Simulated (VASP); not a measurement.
# La (P6_3/mmc) in VASP: electric field gradients with PBEsol

Aim: the electric field gradients of La with PBEsol.

Everything below comes from runs of VASP 6.6.1. Logs are shortened: lines on timing, memory, paths and dates and some standing lists are left out, and cuts for length are marked.

### Step 1. The cell of the first run

The structure is hexagonal, space group P6_3/mmc (No. 194). The conventional cell has a = 3.750 Å, b = 3.750 Å, c = 6.070 Å, α = 90.00°, β = 90.00°, γ = 120.00°. Within 4.9 Å of La (site symmetry -6m2) lie 12 La at 3.73 to 3.75 Å.

### Step 2. Electric field gradients, PBEsol

The input, INCAR:

```
SYSTEM = La
PREC = Accurate
ENCUT = 520
EDIFF = 1E-8
ISMEAR = -1
SIGMA = 0.08
LREAL = .FALSE.
LASPH = .TRUE.
NELM = 60
ALGO = Normal
ISIF = 2
LWAVE = .FALSE.
LCHARG = .FALSE.
GGA = PS
LEFG = .TRUE.
NBANDS = 18
```

The input, KPOINTS:

```
Automatic mesh
0
G
  11 11 6
  0 0 0
```

The input, POSCAR:

```
La
1.0
    3.7500020507      0.0000000000      0.0000000000
   -1.8750010253      3.2475970401      0.0000000000
    0.0000000000      0.0000000000      6.0700000000
La
2
Direct
    0.3333333333      0.6666666667      0.2500000000
    0.6666666667      0.3333333333      0.7500000000
```

Potentials or basis: VASP PAW PBE potentials, release 64 (La).

Launch:

```sh
> cat potpaw_PBE.64/La/POTCAR > POTCAR
> mpirun -np 1 vasp_std > vasp.out
```

OUTCAR:

```text
SYSTEM = La
   PREC = Accurate
   ENCUT = 520
   EDIFF = 1E-8
   ISMEAR = -1
   LREAL = .FALSE.
   LASPH = .TRUE.
   NELM = 60
   ISIF = 2
   GGA = PS

 ion  position               nearest neighbor table
   1  0.333  0.667  0.250-
   2  0.667  0.333  0.750-

  LATTYP: Found a hexagonal cell.
 ALAT       =     3.7500020507
 C/A-ratio  =     1.6186657815

  Lattice vectors:

 A1 = (   3.7500020507,   0.0000000000,   0.0000000000)
 A2 = (  -1.8750010253,   3.2475970401,   0.0000000000)
 A3 = (   0.0000000000,   0.0000000000,   6.0700000000)

Analysis of symmetry for initial positions (statically):
=====================================================================
 Subroutine PRICEL returns:
 Original cell was already a primitive cell.

 Routine SETGRP: Setting up the symmetry group for a
 hexagonal supercell.

 Subroutine GETGRP returns: Found 24 space group operations
 (whereof 12 operations were pure point group operations)
 out of a pool of 24 trial point group operations.

The static configuration has the point symmetry D_3d.
 The point group associated with its full space group is D_6h.

Analysis of symmetry for dynamics (positions and initial velocities):
=====================================================================
 Subroutine PRICEL returns:
 Original cell was already a primitive cell.

 Routine SETGRP: Setting up the symmetry group for a
 hexagonal supercell.

 Subroutine GETGRP returns: Found 24 space group operations
 (whereof 12 operations were pure point group operations)
 out of a pool of 24 trial point group operations.

The dynamic configuration has the point symmetry D_3d.
 The point group associated with its full space group is D_6h.

 Subroutine INISYM returns: Found 24 space group operations
 (whereof 12 operations are pure point group operations),
 and found     1 'primitive' translations

----------------------------------------------------------------------------------------

                                     Primitive cell

  volume of cell :      73.9235

  direct lattice vectors                    reciprocal lattice vectors
     3.750002051  0.000000000  0.000000000     0.266666521  0.153959988  0.000000000
    -1.875001025  3.247597040  0.000000000     0.000000000  0.307919975  0.000000000
     0.000000000  0.000000000  6.070000000     0.000000000  0.000000000  0.164744646

  length of vectors
     3.750002051  3.750002051  6.070000000     0.307919975  0.307919975  0.164744646

  position of ions in fractional coordinates (direct lattice)
     0.333333333  0.666666667  0.250000000
     0.666666667  0.333333333  0.750000000

  ion indices of the primitive-cell ions
   primitive index   ion index
                 1           1
                 2           2

----------------------------------------------------------------------------------------

 KPOINTS: Automatic mesh

Automatic generation of k-mesh.
 Grid dimensions read from file:
 generate k-points for:   11   11    6

 Generating k-lattice:

  Cartesian coordinates                     Fractional coordinates (reciprocal lattice)
     0.024242411  0.013996363  0.000000000     0.090909091 -0.000000000  0.000000000
     0.000000000  0.027992725  0.000000000     0.000000000  0.090909091  0.000000000
     0.000000000  0.000000000  0.027457441     0.000000000  0.000000000  0.166666667

  Length of vectors
     0.027992725  0.027992725  0.027457441

  Shift w.r.t. Gamma in fractional coordinates (k-lattice)
     0.000000000  0.000000000  0.000000000

 Subroutine IBZKPT returns following result:
 ===========================================

 Found     64 irreducible k-points:

 Following reciprocal coordinates:
            Coordinates               Weight
  0.000000  0.000000  0.000000      1.000000
  0.090909 -0.000000  0.000000      6.000000
  0.181818  0.000000  0.000000      6.000000
  0.272727 -0.000000  0.000000      6.000000
  0.363636 -0.000000  0.000000      6.000000
  0.454545  0.000000  0.000000      6.000000
[... 16 lines left out ...]
  0.090909  0.090909  0.166667     12.000000
  0.181818  0.090909  0.166667     24.000000
 [... further k-points ...]
   k-points           NKPTS =     64   k-points in BZ     NKDIM =     64   number of bands    NBANDS=     18
   number of dos      NEDOS =    301   number of ions     NIONS =      2
   total plane-waves  NPLWV =  37632
   dimension x,y,z NGX =    28 NGY =   28 NGZ =   48
   dimension x,y,z NGXF=    56 NGYF=   56 NGZF=   96
   ions per type =               2
   NGX,Y,Z   is equivalent  to a cutoff of  12.41, 12.41, 13.15 a.u.
   NGXF,Y,Z  is equivalent  to a cutoff of  24.83, 24.83, 26.29 a.u.
 SYSTEM =  La
   PREC   = accura    normal or accurate (medium, high low for compatibility)
   ISTART =      0    job   : 0-new  1-cont  2-samecut
   ICHARG =      2    charge: 1-file 2-atom 10-const
   ISPIN  =      1    spin polarized calculation?
   LNONCOLLINEAR =      F non collinear calculations
   LSORBIT =      F    spin-orbit coupling
   LASPH  =      T    aspherical Exc in radial PAW
   ENCUT  =  520.0 eV  38.22 Ry    6.18 a.u.   6.97  6.97 11.29*2*pi/ulx,y,z
   NELM   =     60;   NELMIN=  2; NELMDL= -5     # of ELM steps
   EDIFF  = 0.1E-07   stopping-criterion for ELM
   LREAL  =      F    real-space projection
   EDIFFG = 0.1E-06   stopping-criterion for IOM
   NSW    =      0    number of steps for IOM
   IBRION =     -1    ionic relax: 0-MD 1-quasi-New 2-CG
   NFREE  =      0    steps in history (QN), initial steepest desc. (CG)
   ISIF   =      2    stress and relaxation
   ISYM   =      2    0-nonsym 1-usesym 2-fastsym
   POTIM  = 0.5000    time-step for ionic-motion
   TEBEG  =    0.0;   TEEND  =   0.0 temperature during run
   PSTRESS=    0.0 pullay stress
   NELECT =      22.0000    total number of electrons
   NUPDOWN=      -1.0000    fix difference up-down
   EMIN   =  10.00;   EMAX   =-10.00  energy-range for DOS
   EFERMI =   0.00;   METHOD = LEGACY
   ISMEAR =    -1;   SIGMA  =   0.08  broadening in eV -4-tet -1-fermi 0-gaus
   EFERMI_NEDOS =   21; number of points for ismear=-14 and -15
   IALGO  =     38    algorithm
   IMIX   =      4    mixing-type and parameters
     AMIX     =   0.40;   BMIX     =  1.00
     AMIX_MAG =   1.60;   BMIX_MAG =  1.00
  volume/ion in A,a.u.               =      36.96       249.43
  Fermi-wavevector in a.u.,A,eV,Ry     =   1.093004  2.065477 16.254295  1.194657
  Thomas-Fermi vector in A             =   2.229280
   LORBIT       =      0    0 simple, 1 ext, 2 COOP (PROOUT), +10 PAW based schemes
   GGA     = PS    functional components
   LHFCALC =     F    Hartree Fock is set to
   AEXX    =    0.0000 exact exchange contribution
   IVDW    =     0    specifies the selected vdW correction
   LEPSILON=     F    determine dielectric tensor
   LRPA    =     F    only Hartree local field effects (RPA)
 non-spin polarized calculation
  energy-cutoff  :      520.00
  volume of cell :       73.92
 maximum number of plane-waves:      2011
 NGX is ok and might be reduce to    28
   NGX = 13   NGY = 13   NGZ = 23

 number of electron      21.9999996 magnetization

 Free energy of the ion-electron system (eV)
  ---------------------------------------------------
  ext. energy  EPLUGINS =         0.00000000
  ---------------------------------------------------
  free energy    TOTEN  =       -10.63490329 eV

  energy without entropy =      -10.55271790  energy(sigma->0) =      -10.59381059

 E-fermi :   7.7625     XC(G=0):  -9.7027

 val. band max:        7.7625083942   @ k =   0.2727   0.2727   0.1667
 cond. band min:       7.7665120828   @ k =   0.1818   0.0909   0.0000
 fundamental gap:      0.0040036887
 Fermi energy:         7.7625464058

 k-point     1 :       0.0000    0.0000    0.0000
  band No.  band energies     occupation
      1     -25.0578      2.00000
      2     -24.8504      2.00000
      3      -9.4064      2.00000
      4      -8.1788      2.00000
      5      -8.1788      2.00000
      6      -7.9889      2.00000
[... 10 lines left out ...]
     17       9.4600      0.00000
     18       9.5786      0.00000
[... 463 lines left out ...]
 k-point    24 :       0.1818    0.0909    0.1667
  band No.  band energies     occupation
      1     -24.9633      2.00000
      2     -24.8253      2.00000
      3      -9.1434      2.00000
      4      -8.6433      2.00000
      5      -8.5766      2.00000
      6      -8.3218      2.00000
[... 10 lines left out ...]
     17       9.5824      0.00000
     18       9.6392      0.00000

 [... further k-points ...]

------------------------ aborting loop because EDIFF is reached ----------------------------------------

  FORCE on cell =-STRESS in cart. coord.  units (eV):
  Direction    XX          YY          ZZ          XY          YZ          ZX
  --------------------------------------------------------------------------------------
  -------------------------------------------------------------------------------------
  Total       -0.7260712     -0.7260712     -0.7686178     -0.0000000      0.0000000      0.0000000
  in kB      -15.7364752    -15.7364752    -16.6586080     -0.0000000      0.0000000      0.0000000
  external PRESSURE =     -16.0438528 kB  Pullay stress =       0.0000000 kB

 VOLUME and BASIS-vectors are now :
 -----------------------------------------------------------------------------
  energy-cutoff  :      520.00
  volume of cell :       73.92
      direct lattice vectors                 reciprocal lattice vectors
     3.750002051  0.000000000  0.000000000     0.266666521  0.153959988  0.000000000
    -1.875001025  3.247597040  0.000000000     0.000000000  0.307919975  0.000000000
     0.000000000  0.000000000  6.070000000     0.000000000  0.000000000  0.164744646

 POSITION                                       TOTAL-FORCE (eV/Angst)
 -----------------------------------------------------------------------------------
     -0.00000      2.16506      1.51750         0.000000      0.000000      0.000000
      1.87500      1.08253      4.55250        -0.000000      0.000000      0.000000
 -----------------------------------------------------------------------------------
    total drift:                               -0.000000      0.000000     -0.000000

  FREE ENERGIE OF THE ION-ELECTRON SYSTEM (eV)
  ---------------------------------------------------
  free  energy   TOTEN  =       -10.6349032857 eV

  energy  without entropy=      -10.5527179011  energy(sigma->0) =      -10.59381059

 Electric field gradients (V/A^2)
---------------------------------------------------------------------
 ion       V_xx      V_yy      V_zz      V_xy      V_xz      V_yz
---------------------------------------------------------------------
   1      -5.708    -5.707    11.416     0.000     0.000    -0.000
   2      -5.708    -5.707    11.416     0.000    -0.000     0.000
---------------------------------------------------------------------

 Electric field gradients after diagonalization (V/A^2)
 (convention: |V_zz| > |V_xx| > |V_yy|)
----------------------------------------------------------------------
 ion       V_xx      V_yy      V_zz     asymmetry (V_yy - V_xx)/ V_zz
----------------------------------------------------------------------
   1      -5.708    -5.707    11.416       0.000
   2      -5.708    -5.707    11.416       0.000
----------------------------------------------------------------------

           NMR quadrupolar parameters

 Cq : quadrupolar parameter    Cq=e*Q*V_zz/h
 eta: asymmetry parameters     (V_yy - V_xx)/ V_zz
 Q  : nuclear electric quadrupole moment in mb (millibarn)
----------------------------------------------------------------------
 ion       Cq(MHz)       eta       Q (mb)
----------------------------------------------------------------------
   1       0.028       0.000       1.000
   2       0.028       0.000       1.000
----------------------------------------------------------------------
```

Run time: 2.4 min. Hardware: 1 thread of AMD EPYC 7R13, shared host; peak memory 0.22 GiB.

Results:

- Free energy: -10.6349 eV
- Pressure: -1.6 GPa
- Band gap on the k mesh: zero (bands 11 and 12 overlap by 1.48 eV)
- Largest electric field gradient by atom: La +11.4 V/Å²

Levels at points of the mesh, in eV from the Fermi level:
| k point | band 9 | band 10 | band 11 | band 12 | band 13 | band 14 |
| --- | --- | --- | --- | --- | --- | --- |
| (0.00, 0.00, 0.00) | -3.24 | -1.78 | 1.11 | 1.34 | 1.34 | 1.59 |
| (0.00, 0.00, 0.50) | -1.90 | -1.90 | 0.61 | 0.61 | 1.38 | 1.38 |

Electric field gradients, principal values (V/Å²):
| atom | least | middle | greatest (by size) |
| --- | --- | --- | --- |
| 1 La | -5.707 | -5.708 | 11.416 |
| 2 La | -5.707 | -5.708 | 11.416 |

Caveat: without QUAD_EFG the Cq values of the log hold for a quadrupole moment of 1 mb, not for the nuclei; the PAW data sets were made with another functional, which shifts forces and pressure a little; spin-orbit coupling is left out, which moves the levels of the heavy elements.
